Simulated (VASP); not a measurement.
# CoO (P1) in VASP: single point with PBEsol

Aim: the single point of CoO with PBEsol.

Everything below comes from runs of VASP 6.6.1. Logs are shortened: lines on timing, memory, paths and dates and some standing lists are left out, and cuts for length are marked.

### 1 The cell of the first run

The typed cell holds 2 atoms: a = 2.998 Å, b = 2.998 Å, c = 2.998 Å, α = 119.60°, β = 119.60°, γ = 90.69°.

### 2 Single point, PBEsol, collinear spin, ferromagnetic start

INCAR

```
SYSTEM = CoO
PREC = Accurate
ENCUT = 520
EDIFF = 1E-6
ISMEAR = -1
SIGMA = 0.1
LREAL = .FALSE.
LASPH = .TRUE.
NELM = 150
ALGO = Normal
ISIF = 2
LWAVE = .FALSE.
LCHARG = .FALSE.
ISPIN = 2
MAGMOM = 1.8 0
LORBIT = 11
LMAXMIX = 4
GGA = PS
NBANDS = 18
```

KPOINTS

```
Automatic mesh
0
G
  6 6 6
  0 0 0
```

POSCAR

```
CoO
1.0
   -1.5080000000      1.5080000000      2.1072480000
    1.5080000000     -1.5080000000      2.1072480000
    1.5080000000      1.5080000000     -2.1072480000
Co O
1 1
Direct
   -0.0040055503     -0.0172691845      0.0156828574
    0.4924144144      0.5044852637     -0.0488440465
```

Potentials or basis: VASP PAW PBE potentials, release 64 (Co, O).

Launch:

```console
$ cat potpaw_PBE.64/Co/POTCAR potpaw_PBE.64/O/POTCAR > POTCAR
$ mpirun -np 1 vasp_std > vasp.out
```

OUTCAR:

```text
SYSTEM = CoO
   PREC = Accurate
   ENCUT = 520
   EDIFF = 1E-6
   ISMEAR = -1
   LREAL = .FALSE.
   LASPH = .TRUE.
   NELM = 150
   ISIF = 2
   ISPIN = 2
   LORBIT = 11
   GGA = PS

 ion  position               nearest neighbor table
   1  0.996  0.983  0.016-   2 1.94   2 2.00   2 2.09   2 2.20   2 2.28   2 2.29
   2  0.492  0.504  0.951-   1 1.94   1 2.00   1 2.09   1 2.20   1 2.28   1 2.29

  LATTYP: Found a body centered tetragonal cell.
 ALAT       =     3.0160000000
 C/A-ratio  =     1.3973793103

  Lattice vectors:

 A1 = (  -1.5080000000,   1.5080000000,   2.1072480000)
 A2 = (   1.5080000000,  -1.5080000000,   2.1072480000)
 A3 = (   1.5080000000,   1.5080000000,  -2.1072480000)

Analysis of symmetry for initial positions (statically):
=====================================================================
 Subroutine PRICEL returns:
 Original cell was already a primitive cell.

 Routine SETGRP: Setting up the symmetry group for a
 body centered tetragonal supercell.

 Subroutine GETGRP returns: Found  1 space group operations
 (whereof  1 operations were pure point group operations)
 out of a pool of 16 trial point group operations.

The static configuration has the point symmetry C_1 .

Analysis of symmetry for dynamics (positions and initial velocities):
=====================================================================
 Subroutine PRICEL returns:
 Original cell was already a primitive cell.

 Routine SETGRP: Setting up the symmetry group for a
 body centered tetragonal supercell.

 Subroutine GETGRP returns: Found  1 space group operations
 (whereof  1 operations were pure point group operations)
 out of a pool of 16 trial point group operations.

The dynamic configuration has the point symmetry C_1 .

Analysis of structural, dynamic, and magnetic symmetry:
=====================================================================
 Subroutine PRICEL returns:
 Original cell was already a primitive cell.

 Routine SETGRP: Setting up the symmetry group for a
 body centered tetragonal supercell.

 Subroutine GETGRP returns: Found  1 space group operations
 (whereof  1 operations were pure point group operations)
 out of a pool of 16 trial point group operations.

The overall configuration has the point symmetry C_1 .

 Subroutine INISYM returns: Found  1 space group operations
 (whereof  1 operations are pure point group operations),
 and found     1 'primitive' translations

----------------------------------------------------------------------------------------

                                     Primitive cell

  volume of cell :      19.1681

  direct lattice vectors                    reciprocal lattice vectors
    -1.508000000  1.508000000  2.107248000     0.000000000  0.331564987  0.237276296
     1.508000000 -1.508000000  2.107248000     0.331564987  0.000000000  0.237276296
     1.508000000  1.508000000 -2.107248000     0.331564987  0.331564987  0.000000000

  length of vectors
     2.998103089  2.998103089  2.998103089     0.407719733  0.407719733  0.468903701

  position of ions in fractional coordinates (direct lattice)
     0.995994450  0.982730815  0.015682857
     0.492414414  0.504485264  0.951155953

  ion indices of the primitive-cell ions
   primitive index   ion index
                 1           1
                 2           2

----------------------------------------------------------------------------------------

 KPOINTS: Automatic mesh

Automatic generation of k-mesh.
 Grid dimensions read from file:
 generate k-points for:    6    6    6

 Generating k-lattice:

  Cartesian coordinates                     Fractional coordinates (reciprocal lattice)
     0.000000000  0.055260831  0.039546049     0.166666667  0.000000000 -0.000000000
     0.055260831  0.000000000  0.039546049     0.000000000  0.166666667 -0.000000000
     0.055260831  0.055260831  0.000000000     0.000000000  0.000000000  0.166666667

  Length of vectors
     0.067953289  0.067953289  0.078150617

  Shift w.r.t. Gamma in fractional coordinates (k-lattice)
     0.000000000  0.000000000  0.000000000

 Subroutine IBZKPT returns following result:
 ===========================================

 Found    112 irreducible k-points:

 Following reciprocal coordinates:
            Coordinates               Weight
  0.000000  0.000000  0.000000      1.000000
  0.166667  0.000000  0.000000      2.000000
  0.000000  0.166667  0.000000      2.000000
  0.000000  0.166667 -0.166667      2.000000
  0.166667  0.000000 -0.166667      2.000000
  0.333333 -0.000000  0.000000      2.000000
[... 16 lines left out ...]
  0.500000 -0.000000  0.166667      2.000000
 -0.333333 -0.166667  0.500000      2.000000
 [... further k-points ...]
   k-points           NKPTS =    112   k-points in BZ     NKDIM =    112   number of bands    NBANDS=     18
   number of dos      NEDOS =    301   number of ions     NIONS =      2
   total plane-waves  NPLWV =  13824
   dimension x,y,z NGX =    24 NGY =   24 NGZ =   24
   dimension x,y,z NGXF=    48 NGYF=   48 NGZF=   48
   ions per type =               1   1
   NGX,Y,Z   is equivalent  to a cutoff of  13.31, 13.31, 13.31 a.u.
   NGXF,Y,Z  is equivalent  to a cutoff of  26.62, 26.62, 26.62 a.u.
 SYSTEM =  CoO
   PREC   = accura    normal or accurate (medium, high low for compatibility)
   ISTART =      0    job   : 0-new  1-cont  2-samecut
   ICHARG =      2    charge: 1-file 2-atom 10-const
   ISPIN  =      2    spin polarized calculation?
   LNONCOLLINEAR =      F non collinear calculations
   LSORBIT =      F    spin-orbit coupling
   LASPH  =      T    aspherical Exc in radial PAW
   ENCUT  =  520.0 eV  38.22 Ry    6.18 a.u.   5.57  5.57  5.57*2*pi/ulx,y,z
   NELM   =    150;   NELMIN=  2; NELMDL= -5     # of ELM steps
   EDIFF  = 0.1E-05   stopping-criterion for ELM
   LREAL  =      F    real-space projection
   EDIFFG = 0.1E-04   stopping-criterion for IOM
   NSW    =      0    number of steps for IOM
   IBRION =     -1    ionic relax: 0-MD 1-quasi-New 2-CG
   NFREE  =      0    steps in history (QN), initial steepest desc. (CG)
   ISIF   =      2    stress and relaxation
   ISYM   =      2    0-nonsym 1-usesym 2-fastsym
   POTIM  = 0.5000    time-step for ionic-motion
   TEBEG  =    0.0;   TEEND  =   0.0 temperature during run
   PSTRESS=    0.0 pullay stress
   NELECT =      15.0000    total number of electrons
   NUPDOWN=      -1.0000    fix difference up-down
   EMIN   =  10.00;   EMAX   =-10.00  energy-range for DOS
   EFERMI =   0.00;   METHOD = LEGACY
   ISMEAR =    -1;   SIGMA  =   0.10  broadening in eV -4-tet -1-fermi 0-gaus
   EFERMI_NEDOS =   21; number of points for ismear=-14 and -15
   IALGO  =     38    algorithm
   IMIX   =      4    mixing-type and parameters
     AMIX     =   0.40;   BMIX     =  1.00
     AMIX_MAG =   1.60;   BMIX_MAG =  1.00
  volume/ion in A,a.u.               =       9.58        64.68
  Fermi-wavevector in a.u.,A,eV,Ry     =   1.508618  2.850874 30.965864  2.275927
  Thomas-Fermi vector in A             =   2.619048
   LORBIT       =     11    0 simple, 1 ext, 2 COOP (PROOUT), +10 PAW based schemes
   GGA     = PS    functional components
   LHFCALC =     F    Hartree Fock is set to
   AEXX    =    0.0000 exact exchange contribution
   IVDW    =     0    specifies the selected vdW correction
   LEPSILON=     F    determine dielectric tensor
   LRPA    =     F    only Hartree local field effects (RPA)
 spin polarized calculation
  energy-cutoff  :      520.00
  volume of cell :       19.17
 maximum number of plane-waves:       531
 NGX is ok and might be reduce to    24
   NGX = 11   NGY = 11   NGZ = 11

 number of electron      15.0000000 magnetization       2.8551610

 Free energy of the ion-electron system (eV)
  ---------------------------------------------------
  ext. energy  EPLUGINS =         0.00000000
  ---------------------------------------------------
  free energy    TOTEN  =       -13.98927206 eV

  energy without entropy =      -13.88485888  energy(sigma->0) =      -13.93706547

 E-fermi :   7.9547     XC(G=0): -12.6881

 val. band max:        7.9540582080   @ k =  -0.1667   0.3333  -0.3333
 cond. band min:       7.9596753036   @ k =   0.5000  -0.0000   0.1667
 fundamental gap:      0.0056170956
 Fermi energy:         7.9547147230

 spin component 1

 k-point     1 :       0.0000    0.0000    0.0000
  band No.  band energies     occupation
      1     -12.4569      1.00000
      2       3.3790      1.00000
      3       3.5677      1.00000
      4       3.8014      1.00000
      5       4.8306      1.00000
      6       4.8785      1.00000
[... 10 lines left out ...]
     17      29.9775      0.00000
     18      32.3474      0.00000

 k-point     2 :       0.1667    0.0000    0.0000
  band No.  band energies     occupation
      1     -12.1803      1.00000
      2       2.1114      1.00000
      3       3.0254      1.00000
      4       3.5458      1.00000
      5       4.7815      1.00000
      6       4.9195      1.00000
[... 10 lines left out ...]
     17      32.3403      0.00000
     18      35.5912      0.00000

 k-point     3 :       0.0000    0.1667    0.0000
  band No.  band energies     occupation
      1     -12.1802      1.00000
      2       2.1298      1.00000
      3       2.9903      1.00000
      4       3.5194      1.00000
      5       4.7952      1.00000
      6       4.9649      1.00000
[... 10 lines left out ...]
     17      32.3442      0.00000
     18      35.6340      0.00000

 k-point     4 :       0.0000    0.1667   -0.1667
  band No.  band energies     occupation
      1     -12.1798      1.00000
      2       2.3746      1.00000
      3       2.7970      1.00000
      4       3.0496      1.00000
      5       5.0028      1.00000
      6       5.0506      1.00000
[... 375 lines left out ...]
      4       2.1253      1.00000
      5       5.4087      1.00000
      6       5.4285      1.00000
[... 10 lines left out ...]
     17      35.7858      0.00000
     18      36.5630      0.00000

 k-point    23 :       0.5000   -0.0000    0.1667
  band No.  band energies     occupation
      1     -11.3003      1.00000
      2       0.1824      1.00000
      3       1.9457      1.00000
      4       2.1426      1.00000
      5       5.3243      1.00000
      6       5.4434      1.00000
[... 10 lines left out ...]
     17      36.0014      0.00000
     18      36.5582      0.00000

 k-point    24 :      -0.3333   -0.1667    0.5000
  band No.  band energies     occupation
      1     -11.2946      1.00000
      2       0.1491      1.00000
      3       1.7521      1.00000
      4       2.0667      1.00000
      5       5.4232      1.00000
      6       5.4663      1.00000
[... 10 lines left out ...]
     17      36.2123      0.00000
     18      36.9465      0.00000

 [... further k-points ...]

 spin component 2

 k-point     1 :       0.0000    0.0000    0.0000
  band No.  band energies     occupation
      1     -11.9292      1.00000
      2       4.5249      1.00000
      3       4.6626      1.00000
      4       4.7978      1.00000
      5       6.8561      0.99998
      6       7.1374      0.99972
[... 10 lines left out ...]
     17      30.9056      0.00000
     18      33.1286      0.00000

 k-point     2 :       0.1667    0.0000    0.0000
  band No.  band energies     occupation
      1     -11.6447      1.00000
      2       3.0028      1.00000
      3       4.2142      1.00000
      4       4.4973      1.00000
      5       6.9065      0.99997
      6       7.1352      0.99972
[... 10 lines left out ...]
     17      32.9447      0.00000
     18      36.4404      0.00000

 k-point     3 :       0.0000    0.1667    0.0000
  band No.  band energies     occupation
      1     -11.6447      1.00000
      2       3.0179      1.00000
      3       4.1791      1.00000
      4       4.4931      1.00000
      5       6.9314      0.99996
      6       7.1379      0.99972
[... 10 lines left out ...]
     17      32.9490      0.00000
     18      36.4835      0.00000

 k-point     4 :       0.0000    0.1667   -0.1667
  band No.  band energies     occupation
      1     -11.6449      1.00000
      2       3.2040      1.00000
      3       4.0103      1.00000
      4       4.2087      1.00000
      5       7.0901      0.99982
      6       7.2339      0.99926
[... 375 lines left out ...]
      4       3.3428      1.00000
      5       7.5505      0.98274
      6       7.8022      0.82129
[... 10 lines left out ...]
     17      36.2668      0.00000
     18      37.0934      0.00000

 k-point    23 :       0.5000   -0.0000    0.1667
  band No.  band energies     occupation
      1     -10.7298      1.00000
      2       0.8140      1.00000
      3       2.9905      1.00000
      4       3.2774      1.00000
      5       7.5171      0.98758
      6       7.7707      0.86296
[... 10 lines left out ...]
     17      36.4660      0.00000
     18      37.0816      0.00000

 k-point    24 :      -0.3333   -0.1667    0.5000
  band No.  band energies     occupation
      1     -10.7262      1.00000
      2       0.8107      1.00000
      3       2.9846      1.00000
      4       3.0149      1.00000
      5       7.5798      0.97700
      6       7.8260      0.78362
[... 10 lines left out ...]
     17      36.7060      0.00000
     18      37.4266      0.00000

 [... further k-points ...]
[... 5 lines left out ...]
  --------------------------------------------------------------------------------------
  -------------------------------------------------------------------------------------
  Total       -0.9519672     -1.0477719     -0.1644139      0.2678998      0.2227831      0.1078659
  in kB      -79.5708980    -87.5788025    -13.7426634     22.3926091     18.6214910      9.0160518
  external PRESSURE =     -60.2974546 kB  Pullay stress =       0.0000000 kB

 VOLUME and BASIS-vectors are now :
 -----------------------------------------------------------------------------
  energy-cutoff  :      520.00
  volume of cell :       19.17
      direct lattice vectors                 reciprocal lattice vectors
    -1.508000000  1.508000000  2.107248000     0.000000000  0.331564987  0.237276296
     1.508000000 -1.508000000  2.107248000     0.331564987  0.000000000  0.237276296
     1.508000000  1.508000000 -2.107248000     0.331564987  0.331564987  0.000000000

 POSITION                                       TOTAL-FORCE (eV/Angst)
 -----------------------------------------------------------------------------------
      0.00365      0.04365      4.13662        -0.094681     -0.058356      0.463212
      1.45255      1.41614      0.09639         0.094681      0.058356     -0.463212
 -----------------------------------------------------------------------------------
    total drift:                                0.000066      0.000195     -0.000401

  FREE ENERGIE OF THE ION-ELECTRON SYSTEM (eV)
  ---------------------------------------------------
  free  energy   TOTEN  =       -13.9892720628 eV

  energy  without entropy=      -13.8848588752  energy(sigma->0) =      -13.93706547

 total charge

# of ion       s       p       d       tot
------------------------------------------
    1        0.314   0.390   7.182   7.887
    2        1.553   3.408   0.000   4.961
--------------------------------------------------
tot          1.867   3.799   7.182  12.848

 magnetization (x)

# of ion       s       p       d       tot
------------------------------------------
    1        0.018   0.025   2.444   2.487
    2        0.028   0.278   0.000   0.306
--------------------------------------------------
tot          0.046   0.303   2.444   2.793
```

It took 58 s on 1 thread of AMD EPYC 9R45 (Zen 5), shared host; peak memory 0.16 GiB.

What came out:

- Free energy: -13.9893 eV
- Pressure: -6.0 GPa
- Largest force: 0.476 eV/Å
- Net moment: 2.86 μB per cell
- Site moments: Co +2.49; O +0.31 μB
- Valence electrons inside the program's atomic spheres: Co 7.89; O 4.96

Forces on the atoms (eV/Å):
```
Co  -0.095 -0.058  0.463
O    0.095  0.058 -0.463
```

Levels at points of the mesh, in eV from the Fermi level:
Spin up:
```tsv
k point	band 5	band 6	band 7	band 8	band 9	band 10	band 11	band 12	band 13	band 14
(0.00, 0.00, 0.00)	-3.12	-3.08	-2.21	-2.03	-1.92	0.81	16.24	17.71	17.88	18.04
(0.50, 0.00, 0.00)	-2.40	-2.38	-1.84	-0.25	-0.04	5.13	9.00	13.34	13.91	20.13
(0.00, 0.50, 0.00)	-2.40	-2.37	-1.84	-0.28	0.04	5.13	9.00	13.37	13.85	20.13
(0.00, 0.50, 0.50)	-2.34	-2.32	-1.79	0.08	0.30	5.00	8.96	13.18	13.53	20.32
(0.50, 0.00, 0.50)	-2.37	-2.35	-1.80	-0.16	0.21	5.07	8.98	13.33	13.66	20.22
(0.50, 0.50, 0.00)	-3.06	-2.36	-2.29	-2.09	-2.05	5.56	9.61	11.17	15.72	16.50
(0.00, 0.00, 0.50)	-3.27	-2.51	-2.31	-2.07	-2.05	5.51	9.78	11.23	15.75	16.25
(0.50, 0.50, 0.50)	-3.47	-2.61	-2.32	-2.09	-2.07	5.48	10.07	11.19	15.61	15.88
```
Spin down:
| k point | band 2 | band 3 | band 4 | band 5 | band 6 | band 7 | band 8 | band 9 | band 10 | band 11 |
| --- | --- | --- | --- | --- | --- | --- | --- | --- | --- | --- |
| (0.00, 0.00, 0.00) | -3.43 | -3.29 | -3.16 | -1.10 | -0.82 | -0.48 | 0.18 | 0.46 | 1.41 | 16.27 |
| (0.50, 0.00, 0.00) | -7.82 | -4.83 | -4.68 | -0.17 | -0.12 | 0.16 | 1.99 | 2.35 | 5.65 | 9.83 |
| (0.00, 0.50, 0.00) | -7.82 | -4.88 | -4.66 | -0.17 | -0.12 | 0.18 | 1.98 | 2.42 | 5.63 | 9.83 |
| (0.00, 0.50, 0.50) | -7.78 | -5.07 | -4.90 | -0.16 | -0.06 | 0.29 | 2.46 | 2.70 | 5.36 | 9.79 |
| (0.50, 0.00, 0.50) | -7.80 | -5.02 | -4.72 | -0.18 | -0.07 | 0.23 | 2.13 | 2.62 | 5.52 | 9.82 |
| (0.50, 0.50, 0.00) | -6.63 | -4.49 | -4.32 | -1.58 | 0.14 | 0.20 | 0.55 | 0.75 | 6.42 | 10.14 |
| (0.00, 0.00, 0.50) | -6.63 | -4.34 | -4.22 | -1.77 | 0.16 | 0.18 | 0.46 | 0.74 | 6.33 | 10.34 |
| (0.50, 0.50, 0.50) | -6.60 | -4.29 | -4.16 | -1.95 | 0.16 | 0.18 | 0.43 | 0.70 | 6.28 | 10.64 |

Caveat: the k points lie up to 0.49 Å⁻¹ apart; the PAW data sets were made with another functional, which shifts forces and pressure a little; a cell with one magnetic atom can't hold antiferromagnetic order, which such compounds often take; semilocal functionals often make such compounds metallic where correlation or magnetic order opens a gap, which also shifts bond lengths. With open d or f shells a metallic result of PBEsol can be an artefact of self-interaction; +U or a hybrid may open a gap.
